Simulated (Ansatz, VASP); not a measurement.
## Two plane-wave programs on SnH2

```
CELL_PARAMETERS angstrom
0.00000 2.65451 2.65451
2.65451 0.00000 2.65451
2.65451 2.65451 0.00000
ATOMIC_POSITIONS crystal
Sn 0.00000 0.00000 0.00000
H 0.25000 0.25000 0.25000
H 0.75000 0.75000 0.75000
```

Alike in both runs: task single point; functional PBE; k mesh 6 × 6 × 6; occupations methfessel-paxton of order 1, width 0.001 eV; no spin polarisation.

|  | VASP | Ansatz |
| --- | --- | --- |
| version | VASP 6.6.1 | Ansatz 0.2.0 |
| potentials or method | VASP PAW PBE potentials, release 64 (Sn_d, H) | plane waves |
| plane-wave cutoff (eV) | 520 | 420 |
| valence electrons in the cell | 16 | 16 |

|  | VASP | Ansatz | Ansatz less VASP |
| --- | --- | --- | --- |
| pressure (GPa) | 1.5 | 1.7 | +0.12 |

With one functional, cell and mesh, what is left measures potentials, basis and numerics.
